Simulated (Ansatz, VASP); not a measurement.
Two plane-wave programs on Cu

File INCAR:

```
SYSTEM = Cu
PREC = Accurate
ENCUT = 520
EDIFF = 1E-6
ISMEAR = 0
SIGMA = 0.15
LREAL = .FALSE.
LASPH = .TRUE.
NELM = 80
ALGO = Normal
ISIF = 2
LWAVE = .FALSE.
LCHARG = .FALSE.
NBANDS = 12
```

KPOINTS

```
regular mesh
0
G
  24 24 24
  0 0 0
```

The input POSCAR:

```
Cu
1.0
   -1.4036323383      1.4036323383      1.3591371932
    1.4036323383     -1.4036323383      1.3591371932
    1.4036323383      1.4036323383     -1.3591371932
Cu
1
Direct
    0.0000000000      0.0000000000      0.0000000000
```

Input for Ansatz:

```yaml
crystal:
  lattice:
    - [-1.4036323383, 1.4036323383, 1.3591371932]
    - [1.4036323383, -1.4036323383, 1.3591371932]
    - [1.4036323383, 1.4036323383, -1.3591371932]
  atoms:
    - { symbol: Cu, position: [0.0, 0.0, 0.0] }
basis:
  ecutwfc: 520.0
kpoints:
  mp_grid: { grid: [24, 24, 24] }
hamiltonian:
  xc: lda
  pseudopotentials: { kind: paw, azcp: { folder: soft_1 } }
scf:
  occupations: { method: gaussian, width: 0.15 }
output:
  forces: true
  stress: true
  eigenvalues: true
  write_density: true
  write_potential: true
  elf: true
  volumetric_format: npy
```

Alike in both runs: task single point; functional LDA; k mesh 24 × 24 × 24; occupations gaussian, width 0.15 eV; no spin polarisation.

|  | VASP | Ansatz |
| --- | --- | --- |
| version | VASP 6.6.1 | Ansatz 0.2.0 |
| potentials or method | VASP PAW LDA potentials, release 64 (Cu), cutoff 520 eV | scalar-relativistic, plane waves, PAW |
| valence electrons in the cell | 11 | 19 |

```csv
,VASP,Ansatz,Ansatz less VASP
gap on the k mesh at the Fermi level (eV),none,none,-
pressure (GPa),4.8,3.8,-0.93
```

Ansatz warns that its potentials were made for another functional, while VASP's fit it. LDA's correlation is that of Perdew and Zunger in VASP and of Perdew and Wang (1992) in Ansatz. A gap of «none» marks a metal or a gap that the smearing closes. VASP's potentials hold 11 valence electrons a cell and Ansatz's 19, so a difference there can come from the potentials and not from the codes.
